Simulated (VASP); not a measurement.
A run of VASP 6.6.1 is set up as follows.

Contents of INCAR:

```
SYSTEM = InGaPb3
PREC = Accurate
ENCUT = 520
EDIFF = 1E-7
ISMEAR = 0
SIGMA = 0.1
LREAL = .FALSE.
LASPH = .TRUE.
NELM = 100
ALGO = Fast
ISIF = 2
LWAVE = .FALSE.
LCHARG = .TRUE.
GGA = PE
LELF = .TRUE.
LVHAR = .TRUE.
NBANDS = 42
```

Contents of KPOINTS:

```
Automatic mesh
0
G
  8 8 8
  0 0 0
```

Contents of POSCAR:

```
InGaPb3
1.0
    5.8390909987      0.0000000000      0.0000000000
    0.0000000000      5.8390909987      0.0000000000
    0.0000000000      0.0000000000      5.8390909987
In Ga Pb
1 1 3
Direct
    0.5000000000      0.5000000000      0.5000000000
    0.0000000000      0.0000000000      0.0000000000
    0.0000000000      0.5000000000      0.5000000000
    0.5000000000      0.0000000000      0.5000000000
    0.5000000000      0.5000000000      0.0000000000
```

Potentials or basis: VASP PAW PBE potentials, release 64 (In_d, Ga_d, Pb_d).

Command:

```sh
$ cat potpaw_PBE.64/In_d/POTCAR potpaw_PBE.64/Ga_d/POTCAR potpaw_PBE.64/Pb_d/POTCAR > POTCAR
$ mpirun -np 1 vasp_std > vasp.out
```

Q: Predict the band gap on the k mesh.

A: Zero (bands 34 and 35 overlap by 2.85 eV).

Q: Estimate the pressure.

A: 0.0 GPa.

Caveat: spin-orbit coupling is left out, which moves the levels of the heavy elements.
